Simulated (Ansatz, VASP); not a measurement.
Two plane-wave programs on Al3GaN4

Contents of POSCAR:

```
Al3GaN4
1.0
    5.0380821985      0.0000000000      0.0000609633
    0.0000000000      3.1249488273      0.0000000000
   -0.0032907418      0.0000000000      5.4103929818
Al Ga N
3 1 4
Direct
    0.4719507108      0.5000000000      0.1484463915
    0.0006683705      0.5000000000      0.8349019374
    0.0010043255      0.0000000000      0.3316444641
    0.4994946875      0.0000000000      0.6662044640
    0.1107069781      0.0000000000      0.6663170124
    0.1226755900      0.5000000000      0.1671322918
    0.6254135993      0.5000000000      0.8406810063
    0.6234137866      0.0000000000      0.3258647496
```

File INCAR.step1:

```
ALGO     = Normal         # electronic algorithm
EDIFF    = 1E-4           # SCF threshold, eV
ENCUT    = 520            # plane-wave cutoff, eV
GGA      = PE             # functional
ISMEAR   = 0              # smearing method
LASPH    = T              # aspherical terms in the spheres
LCHARG   = F              # write CHGCAR
LREAL    = F              # projectors in reciprocal space
LWAVE    = T              # write WAVECAR
NBANDS   = 31             # bands
NELM     = 60             # most SCF steps
PREC     = Accurate       # precision mode
SIGMA    = 0.05           # smearing width, eV
```

File INCAR.step2:

```
ALGO     = Normal         # electronic algorithm
EDIFF    = 1E-7           # SCF threshold, eV
ENCUT    = 520            # plane-wave cutoff, eV
ISIF     = 2              # what is computed and relaxed
ISMEAR   = 0              # smearing method
ISTART   = 1            
LASPH    = T              # aspherical terms in the spheres
LCHARG   = F              # write CHGCAR
LMIXTAU  = T            
LREAL    = F              # projectors in reciprocal space
LWAVE    = F              # write WAVECAR
METAGGA  = R2SCAN         # meta-GGA
NBANDS   = 31             # bands
NELM     = 60             # most SCF steps
PREC     = Accurate       # precision mode
SIGMA    = 0.05           # smearing width, eV
```

The input KPOINTS:

```
k-points
0
Gamma
  6 8 4
```

Input for Ansatz:

```yaml
crystal:
  lattice:
    - [5.0380821985, 0.0, 6.09633e-05]
    - [0.0, 3.1249488273, 0.0]
    - [-0.0032907418, 0.0, 5.4103929818]
  atoms:
    - { symbol: Al, position: [0.4719507108, 0.5, 0.1484463915] }
    - { symbol: Al, position: [0.0006683705, 0.5, 0.8349019374] }
    - { symbol: Al, position: [0.0010043255, 0.0, 0.3316444641] }
    - { symbol: Ga, position: [0.4994946875, 0.0, 0.666204464] }
    - { symbol: "N", position: [0.1107069781, 0.0, 0.6663170124] }
    - { symbol: "N", position: [0.12267559, 0.5, 0.1671322918] }
    - { symbol: "N", position: [0.6254135993, 0.5, 0.8406810063] }
    - { symbol: "N", position: [0.6234137866, 0.0, 0.3258647496] }
basis:
  ecutwfc: 500
kpoints:
  mp_grid: { grid: [6, 8, 4] }
hamiltonian:
  xc: r2scan
scf:
  occupations: { method: gaussian, width: 0.05 }
output:
  forces: true
  stress: true
  eigenvalues: true
```

Alike in both runs: task single point; functional r2SCAN; k mesh 6 × 8 × 4; occupations gaussian, width 0.05 eV; no spin polarisation.

|  | VASP | Ansatz |
| --- | --- | --- |
| version | VASP 6.6.1 | Ansatz 0.2.0 |
| potentials or method | VASP PAW PBE potentials, release 64 (Al, Ga_d, N), cutoff 520 eV | scalar-relativistic, plane waves, PAW |
| valence electrons in the cell | 42 | 42 |

|  | VASP | Ansatz | Ansatz less VASP |
| --- | --- | --- | --- |
| gap on the k mesh at the Fermi level (eV) | 3.78 | 3.75 | -0.021 |
| least direct gap on the mesh (eV) | 3.78 | 3.75 | -0.021 |
| pressure (GPa) | 1.2 | 1.2 | -0.03 |
| traceless stress, the component that is largest in VASP (GPa) | 3.90 | 3.81 | -0.085 |
| rms of the force components (eV/Å) | 1.000 | 0.992 | -0.0082 |

VASP's potentials were made for PBE, not for r2SCAN. Atom by atom the forces differ by 0.029 eV/Å (rms over components).
